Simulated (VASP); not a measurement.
Here is a VASP 6.6.1 calculation.

The input INCAR:

```
SYSTEM = AlN
PREC = Accurate
ENCUT = 520
EDIFF = 1E-7
ISMEAR = 0
SIGMA = 0.01
LREAL = .False.
LASPH = .True.
NELM = 80
ALGO = Normal
ISIF = 2
LWAVE = .False.
LCHARG = .True.
LELF = .True.
LVHAR = .True.
NBANDS = 11
```

File KPOINTS:

```
regular mesh
0
Gamma
  8 8 8
  0 0 0
```

The input POSCAR:

```
AlN
1.0
    0.0000000000      2.1693358805      2.1693358805
    2.1693358805      0.0000000000      2.1693358805
    2.1693358805      2.1693358805      0.0000000000
Al N
1 1
Direct
    0.0000000000      0.0000000000      0.0000000000
    0.7500000000      0.7500000000      0.7500000000
```

Potentials or basis: VASP PAW LDA potentials, release 64 (Al, N).

Launch:

```bash
$ cat potpaw_LDA.64/Al/POTCAR potpaw_LDA.64/N/POTCAR > POTCAR
$ mpirun -np 1 vasp_std > vasp.out
```

Question: Estimate the pressure.

Answer: 1.2 GPa.

Question: What does it give for the band gap on the k mesh?

Answer: 3.23 eV, indirect (least direct gap 4.42 eV).

A k mesh can miss the band edges. A hybrid or GW would open this gap; LDA tends to underestimate it.
